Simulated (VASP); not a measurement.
Runs of VASP 6.6.1 on CdTe. The structure is that of space group F-43m (No. 216), or close to it. The cells are those of the table. 

```tsv
level	spin	cell	k mesh	smearing	gap on the mesh (eV)	pressure (GPa)
r2SCAN	off	a = 4.589 Å, angles 60.0°, 2 atoms	8 × 8 × 8	gaussian 0.02 eV	1.26	1.5
PBEsol	off	a = 4.589 Å, angles 60.0°, 2 atoms	8 × 8 × 8	gaussian 0.02 eV	(b)	0.2
PBEsol	off	a = 4.533 Å, angles 60.0°, 2 atoms	6 × 6 × 6	gaussian 0.1 eV	0.76	(a)
PBEsol	non-collinear, zero start, SOC	a = 4.589 Å, angles 60.0°, 2 atoms	8 × 8 × 8	gaussian 0.02 eV	-	0.2
```

Alike in all rows: task single point; potentials or basis VASP PAW PBE potentials, release 64 (Cd, Te); cutoff (eV) 520.

Question: Estimate the missing entries.

Answer: (a) 1.9; (b) 0.65.

Caveats: the PAW data sets were made with another functional, which shifts forces and pressure a little; spin-orbit coupling is left out, which moves the levels of the heavy elements (some runs).

A k mesh can miss the band edges, and rows without SOC leave out spin-orbit coupling on Cd, Te.
